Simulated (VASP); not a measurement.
# AlNi3 (Pm-3m) in VASP: settings compared

AlNi3 is run at these levels: PBE+D4, LDA, PBEsol; tasks: single point.

Everything below comes from runs of VASP 6.6.1. Logs are shortened: lines on timing, memory, paths and dates and some standing lists are left out, and cuts for length are marked.

## 1. The cell of the first run

Symmetry: Pm-3m, No. 221, cubic system. The conventional cell has a = 3.529 Å, b = 3.529 Å, c = 3.529 Å, α = 90.00°, β = 90.00°, γ = 90.00°. Within 3.3 Å of Ni (site symmetry 4/mmm) lie 8 Ni at 2.50 Å and 4 Al at 2.50 Å. Within 3.3 Å of Al (site symmetry m-3m) lie 12 Ni at 2.50 Å.

## 2. Single point, PBE+D4, collinear spin, ferromagnetic start

Contents of INCAR:

```
SYSTEM = AlNi3
  ALGO = Normal
  EDIFF = 1E-6
  ENCUT = 520
  GGA = PE
  ISIF = 2
  ISMEAR = -1
  ISPIN = 2
  IVDW = 13
  LASPH = .True.
  LCHARG = .False.
  LMAXMIX = 4
  LORBIT = 11
  LREAL = .False.
  LWAVE = .False.
  MAGMOM = 1 1 1 0
  NBANDS = 28
  NELM = 150
  PREC = Accurate
  SIGMA = 0.05
```

Contents of KPOINTS:

```
k-points
0
Gamma
  8 8 8
  0 0 0
```

Contents of POSCAR:

```
AlNi3
1.0
    3.5289023713      0.0000000000      0.0000000000
    0.0000000000      3.5289023713      0.0000000000
    0.0000000000      0.0000000000      3.5289023713
Ni Al
3 1
Direct
    0.5000000000      0.5000000000      0.0000000000
    0.5000000000      0.0000000000      0.5000000000
    0.0000000000      0.5000000000      0.5000000000
    0.0000000000      0.0000000000      0.0000000000
```

Potentials or basis: VASP PAW PBE potentials, release 64 (Ni, Al).

Started as:

```sh
$ cat potpaw_PBE.64/Ni/POTCAR potpaw_PBE.64/Al/POTCAR > POTCAR
$ mpirun -np 1 vasp_std > vasp.out
```

OUTCAR:

```text
SYSTEM = AlNi3
   EDIFF = 1E-6
   ENCUT = 520
   GGA = PE
   ISIF = 2
   ISMEAR = -1
   ISPIN = 2
   IVDW = 13
   LASPH = .True.
   LORBIT = 11
   LREAL = .False.
   NELM = 150
   PREC = Accurate

 ion  position               nearest neighbor table
   1  0.500  0.500  0.000-   2 2.50   3 2.50   4 2.50   2 2.50   3 2.50   2 2.50   4 2.50   2 2.50
                             3 2.50   4 2.50   3 2.50   4 2.50
   2  0.500  0.000  0.500-   1 2.50   3 2.50   4 2.50   1 2.50   4 2.50   1 2.50   3 2.50   1 2.50
                             3 2.50   4 2.50   4 2.50   3 2.50
   3  0.000  0.500  0.500-   1 2.50   2 2.50   4 2.50   1 2.50   4 2.50   2 2.50   4 2.50   4 2.50
                             1 2.50   2 2.50   1 2.50   2 2.50
   4  0.000  0.000  0.000-   1 2.50   2 2.50   3 2.50   2 2.50   3 2.50   1 2.50   3 2.50   3 2.50
                             1 2.50   2 2.50   2 2.50   1 2.50

  LATTYP: Found a simple cubic cell.
 ALAT       =     3.5289023713

  Lattice vectors:

 A1 = (   3.5289023713,   0.0000000000,   0.0000000000)
 A2 = (   0.0000000000,   3.5289023713,   0.0000000000)
 A3 = (   0.0000000000,   0.0000000000,   3.5289023713)

Analysis of symmetry for initial positions (statically):
=====================================================================
 Subroutine PRICEL returns:
 Original cell was already a primitive cell.

 Routine SETGRP: Setting up the symmetry group for a
 simple cubic supercell.

 Subroutine GETGRP returns: Found 48 space group operations
 (whereof 48 operations were pure point group operations)
 out of a pool of 48 trial point group operations.

The static configuration has the point symmetry O_h .

Analysis of symmetry for dynamics (positions and initial velocities):
=====================================================================
 Subroutine PRICEL returns:
 Original cell was already a primitive cell.

 Routine SETGRP: Setting up the symmetry group for a
 simple cubic supercell.

 Subroutine GETGRP returns: Found 48 space group operations
 (whereof 48 operations were pure point group operations)
 out of a pool of 48 trial point group operations.

The dynamic configuration has the point symmetry O_h .

Analysis of structural, dynamic, and magnetic symmetry:
=====================================================================
 Subroutine PRICEL returns:
 Original cell was already a primitive cell.

 Routine SETGRP: Setting up the symmetry group for a
 simple cubic supercell.

 Subroutine GETGRP returns: Found 48 space group operations
 (whereof 48 operations were pure point group operations)
 out of a pool of 48 trial point group operations.

The overall configuration has the point symmetry O_h .

 Subroutine INISYM returns: Found 48 space group operations
 (whereof 48 operations are pure point group operations),
 and found     1 'primitive' translations

----------------------------------------------------------------------------------------

                                     Primitive cell

  volume of cell :      43.9460

  direct lattice vectors                    reciprocal lattice vectors
     3.528902371  0.000000000  0.000000000     0.283374232  0.000000000  0.000000000
     0.000000000  3.528902371  0.000000000     0.000000000  0.283374232  0.000000000
     0.000000000  0.000000000  3.528902371     0.000000000  0.000000000  0.283374232

  length of vectors
     3.528902371  3.528902371  3.528902371     0.283374232  0.283374232  0.283374232

  position of ions in fractional coordinates (direct lattice)
     0.500000000  0.500000000  0.000000000
     0.500000000  0.000000000  0.500000000
     0.000000000  0.500000000  0.500000000
     0.000000000  0.000000000  0.000000000

  ion indices of the primitive-cell ions
   primitive index   ion index
                 1           1
                 2           2
                 3           3
                 4           4

----------------------------------------------------------------------------------------

 KPOINTS: k-points

Automatic generation of k-mesh.
 Grid dimensions read from file:
 generate k-points for:    8    8    8

 Generating k-lattice:

  Cartesian coordinates                     Fractional coordinates (reciprocal lattice)
     0.035421779  0.000000000  0.000000000     0.125000000  0.000000000  0.000000000
     0.000000000  0.035421779  0.000000000     0.000000000  0.125000000  0.000000000
     0.000000000  0.000000000  0.035421779     0.000000000  0.000000000  0.125000000

  Length of vectors
     0.035421779  0.035421779  0.035421779

  Shift w.r.t. Gamma in fractional coordinates (k-lattice)
     0.000000000  0.000000000  0.000000000

 Subroutine IBZKPT returns following result:
 ===========================================

 Found     35 irreducible k-points:

 Following reciprocal coordinates:
            Coordinates               Weight
  0.000000  0.000000  0.000000      1.000000
  0.125000  0.000000  0.000000      6.000000
  0.250000  0.000000  0.000000      6.000000
  0.375000  0.000000  0.000000      6.000000
  0.500000  0.000000  0.000000      3.000000
  0.125000  0.125000  0.000000     12.000000
[... 16 lines left out ...]
  0.375000  0.375000  0.125000     24.000000
  0.500000  0.375000  0.125000     24.000000
 [... further k-points ...]
   k-points           NKPTS =     35   k-points in BZ     NKDIM =     35   number of bands    NBANDS=     28
   number of dos      NEDOS =    301   number of ions     NIONS =      4
   total plane-waves  NPLWV =  21952
   dimension x,y,z NGX =    28 NGY =   28 NGZ =   28
   dimension x,y,z NGXF=    56 NGYF=   56 NGZF=   56
   ions per type =               3   1
   NGX,Y,Z   is equivalent  to a cutoff of  13.19, 13.19, 13.19 a.u.
   NGXF,Y,Z  is equivalent  to a cutoff of  26.38, 26.38, 26.38 a.u.
 SYSTEM =  AlNi3
   PREC   = accura    normal or accurate (medium, high low for compatibility)
   ISTART =      0    job   : 0-new  1-cont  2-samecut
   ICHARG =      2    charge: 1-file 2-atom 10-const
   ISPIN  =      2    spin polarized calculation?
   LNONCOLLINEAR =      F non collinear calculations
   LSORBIT =      F    spin-orbit coupling
   LASPH  =      T    aspherical Exc in radial PAW
   ENCUT  =  520.0 eV  38.22 Ry    6.18 a.u.   6.56  6.56  6.56*2*pi/ulx,y,z
   NELM   =    150;   NELMIN=  2; NELMDL= -5     # of ELM steps
   EDIFF  = 0.1E-05   stopping-criterion for ELM
   LREAL  =      F    real-space projection
   EDIFFG = 0.1E-04   stopping-criterion for IOM
   NSW    =      0    number of steps for IOM
   IBRION =     -1    ionic relax: 0-MD 1-quasi-New 2-CG
   NFREE  =      0    steps in history (QN), initial steepest desc. (CG)
   ISIF   =      2    stress and relaxation
   ISYM   =      2    0-nonsym 1-usesym 2-fastsym
   POTIM  = 0.5000    time-step for ionic-motion
   TEBEG  =    0.0;   TEEND  =   0.0 temperature during run
   PSTRESS=    0.0 pullay stress
   NELECT =      33.0000    total number of electrons
   NUPDOWN=      -1.0000    fix difference up-down
   EMIN   =  10.00;   EMAX   =-10.00  energy-range for DOS
   EFERMI =   0.00;   METHOD = LEGACY
   ISMEAR =    -1;   SIGMA  =   0.05  broadening in eV -4-tet -1-fermi 0-gaus
   EFERMI_NEDOS =   21; number of points for ismear=-14 and -15
   IALGO  =     38    algorithm
   IMIX   =      4    mixing-type and parameters
     AMIX     =   0.40;   BMIX     =  1.00
     AMIX_MAG =   1.60;   BMIX_MAG =  1.00
  volume/ion in A,a.u.               =      10.99        74.14
  Fermi-wavevector in a.u.,A,eV,Ry     =   1.488012  2.811935 30.125753  2.214180
  Thomas-Fermi vector in A             =   2.601101
   LORBIT       =     11    0 simple, 1 ext, 2 COOP (PROOUT), +10 PAW based schemes
   GGA     = PE    functional components
   LHFCALC =     F    Hartree Fock is set to
   AEXX    =    0.0000 exact exchange contribution
   IVDW    =    13    specifies the selected vdW correction
   LEPSILON=     F    determine dielectric tensor
   LRPA    =     F    only Hartree local field effects (RPA)
 spin polarized calculation
  energy-cutoff  :      520.00
  volume of cell :       43.95
 maximum number of plane-waves:      1213
 NGX is ok and might be reduce to    28
   NGX = 13   NGY = 13   NGZ = 13

 number of electron      32.9999982 magnetization       0.6726944

 Free energy of the ion-electron system (eV)
  ---------------------------------------------------
  ext. energy  EPLUGINS =         0.00000000
  ---------------------------------------------------
  free energy    TOTEN  =       -21.88126356 eV

  energy without entropy =      -21.85128808  energy(sigma->0) =      -21.86627582

 E-fermi :   9.8617     XC(G=0): -12.8269

 val. band max:        9.8615177890   @ k =   0.2500   0.2500   0.0000
 cond. band min:       9.8668122207   @ k =   0.2500   0.2500   0.0000
 fundamental gap:      0.0052944316
 Fermi energy:         9.8617191499

 spin component 1

 k-point     1 :       0.0000    0.0000    0.0000
  band No.  band energies     occupation
      1      -0.2713      1.00000
      2       5.4170      1.00000
      3       6.1013      1.00000
      4       6.1013      1.00000
      5       6.4675      1.00000
      6       6.4675      1.00000
[... 733 lines left out ...]
     27      24.8878      0.00000
     28      25.1461      0.00000

 [... further k-points ...]

 spin component 2

 k-point     1 :       0.0000    0.0000    0.0000
  band No.  band energies     occupation
      1      -0.2975      1.00000
      2       5.4924      1.00000
      3       6.2449      1.00000
      4       6.2449      1.00000
      5       6.7356      1.00000
      6       6.7356      1.00000
[... 733 lines left out ...]
     27      24.8656      0.00000
     28      25.1718      0.00000

 [... further k-points ...]

------------------------ aborting loop because EDIFF is reached ----------------------------------------

  DFT-D4 for vdW energy calculation

  Edisp (eV):   -1.85443

  FORCE on cell =-STRESS in cart. coord.  units (eV):
  Direction    XX          YY          ZZ          XY          YZ          ZX
  --------------------------------------------------------------------------------------
  -------------------------------------------------------------------------------------
  Total       0.01298     0.01298     0.01298     0.00000     0.00000    -0.00000
  in kB       0.47310     0.47310     0.47310     0.00000     0.00000    -0.00000
  external pressure =        0.47 kB  Pullay stress =        0.00 kB

 VOLUME and BASIS-vectors are now :
 -----------------------------------------------------------------------------
  energy-cutoff  :      520.00
  volume of cell :       43.95
      direct lattice vectors                 reciprocal lattice vectors
     3.528902371  0.000000000  0.000000000     0.283374232  0.000000000  0.000000000
     0.000000000  3.528902371  0.000000000     0.000000000  0.283374232  0.000000000
     0.000000000  0.000000000  3.528902371     0.000000000  0.000000000  0.283374232

 POSITION                                       TOTAL-FORCE (eV/Angst)
 -----------------------------------------------------------------------------------
      1.76445      1.76445      0.00000         0.000000      0.000000      0.000000
      1.76445      0.00000      1.76445         0.000000      0.000000      0.000000
      0.00000      1.76445      1.76445         0.000000      0.000000      0.000000
      0.00000      0.00000      0.00000         0.000000      0.000000      0.000000
 -----------------------------------------------------------------------------------
    total drift:                                0.000000      0.000000      0.000000

  FREE ENERGIE OF THE ION-ELECTRON SYSTEM (eV)
  ---------------------------------------------------
  free  energy   TOTEN  =       -23.7356904288 eV

  energy  without entropy=      -23.7057149565  energy(sigma->0) =      -23.72070269

 total charge

# of ion       s       p       d       tot
------------------------------------------
    1        0.505   0.540   8.394   9.439
    2        0.505   0.540   8.394   9.439
    3        0.505   0.540   8.394   9.439
    4        0.412   0.403   0.000   0.815
--------------------------------------------------
tot          1.926   2.025  25.181  29.131

 magnetization (x)

# of ion       s       p       d       tot
------------------------------------------
    1       -0.003  -0.009   0.250   0.239
    2       -0.003  -0.009   0.250   0.239
    3       -0.003  -0.009   0.250   0.239
    4       -0.001  -0.007   0.000  -0.008
--------------------------------------------------
tot         -0.009  -0.034   0.750   0.708
```

Run time: 38 s. Hardware: 1 thread of Intel Xeon 6975P-C (Granite Rapids), shared host; peak memory 0.2 GiB.

Results:

- Free energy: -23.7357 eV
- Pressure: 0.0 GPa
- Net moment: 0.67 μB per cell
- Site moments: Ni +0.24; Al -0.01 μB
- Valence electrons inside the program's atomic spheres: Ni 9.44; Al 0.81
- Dispersion energy per atom: -0.464 eV

Levels at points of the mesh, in eV from the Fermi level:
Spin up:
```csv
k point,band 14,band 15,band 16,band 17,band 18,band 19,band 20,band 21
"(0.00, 0.00, 0.00)",-0.06,-0.06,-0.06,0.88,0.88,0.88,6.70,6.70
"(0.50, 0.00, 0.00)",-1.19,-1.06,-0.51,-0.06,5.63,5.63,5.67,5.67
"(0.50, 0.50, 0.00)",-1.22,-0.99,-0.98,-0.59,0.88,0.88,8.29,8.29
"(0.50, 0.50, 0.50)",-1.09,-1.09,-0.24,-0.24,-0.24,-0.20,3.54,4.15
```
Spin down:
```csv
k point,band 12,band 13,band 14,band 15,band 16,band 17,band 18,band 19,band 20,band 21
"(0.00, 0.00, 0.00)",-0.40,0.01,0.35,0.35,0.35,0.85,0.85,0.85,6.79,6.79
"(0.50, 0.00, 0.00)",-1.06,-0.95,-0.95,-0.84,-0.33,0.35,5.68,5.68,5.72,5.72
"(0.50, 0.50, 0.00)",-1.16,-1.16,-1.11,-0.81,-0.61,-0.46,1.15,1.15,8.33,8.33
"(0.50, 0.50, 0.50)",-1.19,-1.19,-0.92,-0.92,-0.22,0.11,0.11,0.11,3.63,4.34
```

Caveat: pairwise dispersion overbinds metals, which lowers pressure and volume.

(Continued in part 2 of 2.)
